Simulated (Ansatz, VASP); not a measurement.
**Two plane-wave programs on KRe3**

```
CELL_PARAMETERS angstrom
3.13147 0.00000 0.00000
0.00000 6.26294 0.00000
0.00000 0.00000 8.64826
ATOMIC_POSITIONS crystal
K 0.00000 0.50000 0.50000
K 0.00000 0.00000 0.50000
Re 0.50000 0.25000 0.16015
Re 0.50000 0.75000 0.16015
Re 0.50000 0.25000 0.83985
Re 0.50000 0.75000 0.83985
Re 0.00000 0.00000 0.00000
Re 0.00000 0.50000 0.00000
```

Alike in both runs: task single point; functional PBE; k mesh 8 × 4 × 4; occupations gaussian, width 0.2 eV; no spin polarisation.

```csv
,VASP,Ansatz
version,VASP 6.6.1,Ansatz 0.2.0
potentials or method,"VASP PAW PBE potentials, release 64 (K_sv, Re), cutoff 600 eV","scalar-relativistic, plane waves, PAW"
valence electrons in the cell,60,108
```

VASP gave:

- gap on the k mesh at the Fermi level (eV): none
- pressure (GPa): -0.2
- traceless stress, the component that is largest in VASP (GPa): -0.42
- rms of the force components (eV/Å): 0.049

**Question.** What did Ansatz give for the same quantities?

**Answer.** gap on the k mesh at the Fermi level (eV): none; pressure (GPa): 0.1; traceless stress, the component that is largest in VASP (GPa): -0.30; rms of the force components (eV/Å): 0.018.

Atom by atom the forces differ by 0.031 eV/Å (rms over components). A gap of «none» marks a metal or a gap that the smearing closes. VASP's potentials hold 60 valence electrons a cell and Ansatz's 108, so a difference there can come from the potentials and not from the codes.

Spin-orbit coupling is off throughout.
